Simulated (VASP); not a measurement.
Set up this calculation in VASP 6.6.1, as the native input.

* Task: relaxation of cell and atoms
* Functional: PBEsol
* Potentials or basis: VASP PAW PBE potentials, release 64 (Pb_d)
* Cutoff: 600 eV
* k mesh: 15 × 15 × 15
* Occupations: fermi-dirac, width 0.1 eV
* Spin: no spin polarisation
* Dipole correction: no
* Further INCAR settings: ALGO = Normal; EDIFF = 1e-06; IBRION = 2; EDIFFG = -0.005; NSW = 60; ISIF = 3

The structure of Pb lies in POSCAR:

```
Pb
1.0
    0.0000000000      2.4635237140      2.4635237140
    2.4635237140      0.0000000000      2.4635237140
    2.4635237140      2.4635237140      0.0000000000
Pb
1
Direct
    0.0000000000      0.0000000000      0.0000000000
```

These files were run (other wordings do the same):

INCAR

```
SYSTEM = Pb
PREC = Accurate
ENCUT = 600
EDIFF = 1E-6
ISMEAR = -1
SIGMA = 0.1
LREAL = .False.
LASPH = .True.
NELM = 60
ALGO = Normal
ISIF = 3
LWAVE = .False.
LCHARG = .False.
GGA = PS
IBRION = 2
NSW = 60
EDIFFG = -0.005
```

KPOINTS

```
regular mesh
0
Gamma
  15 15 15
  0 0 0
```

Potentials or basis: VASP PAW PBE potentials, release 64 (Pb_d).

Run with:

```sh
$ cat potpaw_PBE.64/Pb_d/POTCAR > POTCAR
$ mpirun -np 1 vasp_std > vasp.out
```

Results of the run:

* Relaxed volume: 30.00 Å³/atom
* Relaxed cell: a = 3.488 Å, b = 3.488 Å, c = 3.488 Å, α = 60.00°, β = 60.00°, γ = 60.00°
* Space group after relaxing (to 0.05 Å): Fm-3m (No. 225)
* Energy gained by relaxing: 0.1 meV/atom
* Ionic steps: 4
* Pressure after relaxing: 0.0 GPa
* Band gap on the k mesh: zero (band 7 reaches 14.71 eV, above the bottom of band 8 at 5.64 eV)

Caveat: the PAW data sets were made with another functional, which shifts forces and pressure a little; spin-orbit coupling is left out, which moves the levels of the heavy elements.

Run time: 2.4 min on 1 thread of Intel(R) Xeon(R) Platinum 8375C CPU @ 2.90GHz (Ice Lake) (shared host), peak memory 0.19 GiB.
